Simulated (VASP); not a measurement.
# LiF (I4mm) in VASP: single point with PBE

Aim: the single point of LiF with PBE.

All numbers are computed with VASP 6.6.1; they aren't measurements. Logs are shortened: lines on timing, memory, paths and dates and some standing lists are left out, and cuts for length are marked.

## (1) The cell of the first run

Symmetry: I4mm, No. 107, tetragonal system. The conventional cell has a = 2.848 Å, b = 2.848 Å, c = 4.028 Å, α = 90.00°, β = 90.00°, γ = 90.00°. Li (site symmetry 4mm) has 5 F at 1.56 to 2.06 Å within 2.1 Å. Within 2.1 Å of F (site symmetry 4mm) lie 5 Li at 1.56 to 2.06 Å.

## (2) Single point, PBE (atom 1 (Li) moved by (-0.450, +0.000) A along x and y)

File INCAR:

```
ALGO = Normal
EDIFF = 1E-7
ENCUT = 520
GGA = PE
ISIF = 2
ISMEAR = 0
LASPH = True
LCHARG = False
LREAL = False
LWAVE = False
NBANDS = 12
NELM = 60
PREC = Accurate
SIGMA = 0.05
```

File KPOINTS:

```
k-points
0
Gamma
  10 10 10
```

File POSCAR:

```
LiF
1.0
    0.0000000000      2.0140000000      2.0140000000
    2.0140000000      0.0000000000      2.0140000000
    2.0140000000      2.0140000000      0.0000000000
Li F
1 1
Direct
    0.1117179742     -0.1117179742     -0.1117179742
    0.5000000000      0.5000000000      0.5000000000
```

Potentials or basis: VASP PAW PBE potentials, release 64 (Li_sv, F).

The run is started by

```bash
> cat potpaw_PBE.64/Li_sv/POTCAR potpaw_PBE.64/F/POTCAR > POTCAR
> mpirun -np 1 vasp_std > vasp.out
```

OUTCAR:

```text
EDIFF = 1E-7
   ENCUT = 520
   GGA = PE
   ISIF = 2
   ISMEAR = 0
   LASPH = True
   LREAL = False
   NELM = 60
   PREC = Accurate

 ion  position               nearest neighbor table
   1  0.112  0.888  0.888-   2 1.56   2 2.06   2 2.06   2 2.06   2 2.06
   2  0.500  0.500  0.500-   1 1.56   1 2.06   1 2.06   1 2.06   1 2.06

  LATTYP: Found a face centered cubic cell.
 ALAT       =     4.0280000000

  Lattice vectors:

 A1 = (   0.0000000000,   2.0140000000,   2.0140000000)
 A2 = (   2.0140000000,   0.0000000000,   2.0140000000)
 A3 = (   2.0140000000,   2.0140000000,   0.0000000000)

Analysis of symmetry for initial positions (statically):
=====================================================================
 Subroutine PRICEL returns:
 Original cell was already a primitive cell.

 Routine SETGRP: Setting up the symmetry group for a
 face centered cubic supercell.

 Subroutine GETGRP returns: Found  8 space group operations
 (whereof  8 operations were pure point group operations)
 out of a pool of 48 trial point group operations.

The static configuration has the point symmetry C_4v.

Analysis of symmetry for dynamics (positions and initial velocities):
=====================================================================
 Subroutine PRICEL returns:
 Original cell was already a primitive cell.

 Routine SETGRP: Setting up the symmetry group for a
 face centered cubic supercell.

 Subroutine GETGRP returns: Found  8 space group operations
 (whereof  8 operations were pure point group operations)
 out of a pool of 48 trial point group operations.

The dynamic configuration has the point symmetry C_4v.

 Subroutine INISYM returns: Found  8 space group operations
 (whereof  8 operations are pure point group operations),
 and found     1 'primitive' translations

----------------------------------------------------------------------------------------

                                     Primitive cell

  volume of cell :      16.3384

  direct lattice vectors                    reciprocal lattice vectors
     0.000000000  2.014000000  2.014000000    -0.248262165  0.248262165  0.248262165
     2.014000000  0.000000000  2.014000000     0.248262165 -0.248262165  0.248262165
     2.014000000  2.014000000  0.000000000     0.248262165  0.248262165 -0.248262165

  length of vectors
     2.848226115  2.848226115  2.848226115     0.430002683  0.430002683  0.430002683

  position of ions in fractional coordinates (direct lattice)
     0.111717974  0.888282026  0.888282026
     0.500000000  0.500000000  0.500000000

  ion indices of the primitive-cell ions
   primitive index   ion index
                 1           1
                 2           2

----------------------------------------------------------------------------------------

 KPOINTS: k-points

Automatic generation of k-mesh.
 Grid dimensions read from file:
 generate k-points for:   10   10   10

 Generating k-lattice:

  Cartesian coordinates                     Fractional coordinates (reciprocal lattice)
    -0.024826216  0.024826216  0.024826216     0.100000000  0.000000000  0.000000000
     0.024826216 -0.024826216  0.024826216     0.000000000  0.100000000  0.000000000
     0.024826216  0.024826216 -0.024826216     0.000000000  0.000000000  0.100000000

  Length of vectors
     0.043000268  0.043000268  0.043000268

  Shift w.r.t. Gamma in fractional coordinates (k-lattice)
     0.000000000  0.000000000  0.000000000

 Subroutine IBZKPT returns following result:
 ===========================================

 Found    102 irreducible k-points:

 Following reciprocal coordinates:
            Coordinates               Weight
  0.000000  0.000000  0.000000      1.000000
  0.100000  0.000000  0.000000      8.000000
  0.200000  0.000000  0.000000      8.000000
  0.300000  0.000000  0.000000      8.000000
  0.400000  0.000000  0.000000      8.000000
  0.500000  0.000000  0.000000      4.000000
[... 16 lines left out ...]
 -0.100000  0.100000  0.000000      8.000000
  0.000000 -0.100000  0.100000      4.000000
 [... further k-points ...]
   k-points           NKPTS =    102   k-points in BZ     NKDIM =    102   number of bands    NBANDS=     12
   number of dos      NEDOS =    301   number of ions     NIONS =      2
   total plane-waves  NPLWV =  13824
   dimension x,y,z NGX =    24 NGY =   24 NGZ =   24
   dimension x,y,z NGXF=    48 NGYF=   48 NGZF=   48
   ions per type =               1   1
   NGX,Y,Z   is equivalent  to a cutoff of  14.01, 14.01, 14.01 a.u.
   NGXF,Y,Z  is equivalent  to a cutoff of  28.02, 28.02, 28.02 a.u.
 SYSTEM =  unknown system
   PREC   = accura    normal or accurate (medium, high low for compatibility)
   ISTART =      0    job   : 0-new  1-cont  2-samecut
   ICHARG =      2    charge: 1-file 2-atom 10-const
   ISPIN  =      1    spin polarized calculation?
   LNONCOLLINEAR =      F non collinear calculations
   LSORBIT =      F    spin-orbit coupling
   LASPH  =      T    aspherical Exc in radial PAW
   ENCUT  =  520.0 eV  38.22 Ry    6.18 a.u.   5.30  5.30  5.30*2*pi/ulx,y,z
   NELM   =     60;   NELMIN=  2; NELMDL= -5     # of ELM steps
   EDIFF  = 0.1E-06   stopping-criterion for ELM
   LREAL  =      F    real-space projection
   EDIFFG = 0.1E-05   stopping-criterion for IOM
   NSW    =      0    number of steps for IOM
   IBRION =     -1    ionic relax: 0-MD 1-quasi-New 2-CG
   NFREE  =      0    steps in history (QN), initial steepest desc. (CG)
   ISIF   =      2    stress and relaxation
   ISYM   =      2    0-nonsym 1-usesym 2-fastsym
   POTIM  = 0.5000    time-step for ionic-motion
   TEBEG  =    0.0;   TEEND  =   0.0 temperature during run
   PSTRESS=    0.0 pullay stress
   NELECT =      10.0000    total number of electrons
   NUPDOWN=      -1.0000    fix difference up-down
   EMIN   =  10.00;   EMAX   =-10.00  energy-range for DOS
   EFERMI =   0.00;   METHOD = LEGACY
   ISMEAR =     0;   SIGMA  =   0.05  broadening in eV -4-tet -1-fermi 0-gaus
   EFERMI_NEDOS =   21; number of points for ismear=-14 and -15
   IALGO  =     38    algorithm
   IMIX   =      4    mixing-type and parameters
     AMIX     =   0.40;   BMIX     =  1.00
     AMIX_MAG =   1.60;   BMIX_MAG =  1.00
  volume/ion in A,a.u.               =       8.17        55.13
  Fermi-wavevector in a.u.,A,eV,Ry     =   1.389970  2.626662 26.286674  1.932016
  Thomas-Fermi vector in A             =   2.513950
   LORBIT       =      0    0 simple, 1 ext, 2 COOP (PROOUT), +10 PAW based schemes
   GGA     = PE    functional components
   LHFCALC =     F    Hartree Fock is set to
   AEXX    =    0.0000 exact exchange contribution
   IVDW    =     0    specifies the selected vdW correction
   LEPSILON=     F    determine dielectric tensor
   LRPA    =     F    only Hartree local field effects (RPA)
 non-spin polarized calculation
 Gauss-broadening in eV      SIGMA  =   0.05
  energy-cutoff  :      520.00
  volume of cell :       16.34
 maximum number of plane-waves:       459
 NGX is ok and might be reduce to    24
   NGX = 11   NGY = 11   NGZ = 11

 number of electron      10.0000000 magnetization

 number of electron       9.9999998 magnetization

 Free energy of the ion-electron system (eV)
  ---------------------------------------------------
  ext. energy  EPLUGINS =         0.00000000
  ---------------------------------------------------
  free energy    TOTEN  =        -9.26428831 eV

  energy without entropy =       -9.26428831  energy(sigma->0) =       -9.26428831

 E-fermi :  -0.8372     XC(G=0):  -9.8925

 val. band max:       -1.0760035327   @ k =   0.0000   0.0000   0.0000
 cond. band min:       7.7132902674   @ k =   0.0000   0.0000   0.0000
 fundamental gap:      8.7892938001
 Fermi energy:        -0.8371820974

 k-point     1 :       0.0000    0.0000    0.0000
  band No.  band energies     occupation
      1     -41.8195      2.00000
      2     -21.0475      2.00000
      3      -1.3694      2.00000
      4      -1.0760      2.00000
      5      -1.0760      2.00000
      6       7.7133      0.00000
      7      20.5970      0.00000
      8      20.5971      0.00000
      9      23.5837      0.00000
     10      24.6526      0.00000
     11      25.9849      0.00000
     12      26.1863      0.00000

 k-point     2 :       0.1000    0.0000    0.0000
  band No.  band energies     occupation
      1     -41.8130      2.00000
      2     -21.0142      2.00000
      3      -1.5560      2.00000
      4      -1.1952      2.00000
      5      -1.1039      2.00000
      6       8.0127      0.00000
      7      19.5375      0.00000
      8      20.4170      0.00000
      9      22.8658      0.00000
     10      23.9684      0.00000
     11      25.8893      0.00000
     12      26.1232      0.00000

 k-point     3 :       0.2000    0.0000    0.0000
  band No.  band energies     occupation
      1     -41.7962      2.00000
      2     -20.9265      2.00000
      3      -2.1629      2.00000
      4      -1.3290      2.00000
      5      -1.1753      2.00000
      6       8.7189      0.00000
      7      17.5457      0.00000
      8      19.8046      0.00000
      9      21.5223      0.00000
     10      24.4564      0.00000
     11      26.0605      0.00000
     12      27.1256      0.00000
[... 286 lines left out ...]
 k-point    23 :      -0.1000    0.1000    0.0000
  band No.  band energies     occupation
      1     -41.8029      2.00000
      2     -20.9666      2.00000
      3      -1.8320      2.00000
      4      -1.2851      2.00000
      5      -1.2135      2.00000
      6       8.4232      0.00000
      7      18.2330      0.00000
      8      19.9904      0.00000
      9      22.5204      0.00000
     10      23.2551      0.00000
     11      26.3323      0.00000
     12      26.9791      0.00000

 k-point    24 :       0.0000   -0.1000    0.1000
  band No.  band energies     occupation
      1     -41.8039      2.00000
      2     -20.9552      2.00000
      3      -1.9273      2.00000
      4      -1.3831      2.00000
      5      -1.0930      2.00000
      6       8.5412      0.00000
      7      18.6251      0.00000
      8      20.3406      0.00000
      9      20.7749      0.00000
     10      24.7731      0.00000
     11      25.3267      0.00000
     12      27.6846      0.00000

 [... further k-points ...]

------------------------ aborting loop because EDIFF is reached ----------------------------------------

  FORCE on cell =-STRESS in cart. coord.  units (eV):
  Direction    XX          YY          ZZ          XY          YZ          ZX
  --------------------------------------------------------------------------------------
  -------------------------------------------------------------------------------------
  Total        4.2523794      0.0294832      0.0294832      0.0000000      0.0000000     -0.0000000
  in kB      416.9982172      2.8911894      2.8911894      0.0000000      0.0000000     -0.0000000
  external PRESSURE =     140.9268653 kB  Pullay stress =       0.0000000 kB

 VOLUME and BASIS-vectors are now :
 -----------------------------------------------------------------------------
  energy-cutoff  :      520.00
  volume of cell :       16.34
      direct lattice vectors                 reciprocal lattice vectors
     0.000000000  2.014000000  2.014000000    -0.248262165  0.248262165  0.248262165
     2.014000000  0.000000000  2.014000000     0.248262165 -0.248262165  0.248262165
     2.014000000  2.014000000  0.000000000     0.248262165  0.248262165 -0.248262165

 POSITION                                       TOTAL-FORCE (eV/Angst)
 -----------------------------------------------------------------------------------
      3.57800      2.01400      2.01400         2.709187      0.000000      0.000000
      2.01400      2.01400      2.01400        -2.709187      0.000000      0.000000
 -----------------------------------------------------------------------------------
    total drift:                                0.000473     -0.000004     -0.000004

  FREE ENERGIE OF THE ION-ELECTRON SYSTEM (eV)
  ---------------------------------------------------
  free  energy   TOTEN  =        -9.2642883104 eV

  energy  without entropy=       -9.2642883104  energy(sigma->0) =       -9.26428831
```

Run time: 11 s. Hardware: 1 thread of Intel Xeon Platinum 8488C (Sapphire Rapids), shared host; peak memory 0.14 GiB.

Results:

- Free energy: -9.2643 eV
- Largest force: 2.709 eV/Å
- Band gap on the k mesh: 8.79 eV, direct

Forces on the atoms (eV/Å):
```
Li   2.709  0.000  0.000
F   -2.709  0.000  0.000
```

Caveat: the cell differs from its parent crystal (atom 1 (Li) moved by (-0.450, +0.000) A along x and y); the cutoff is under 1.25 times the usual one of these potentials, so pressure, stress and relaxed cells hold a basis-set (Pulay) error; forces of over 1 eV/Å act on the atoms, so gaps and moduli don't describe the material at rest.
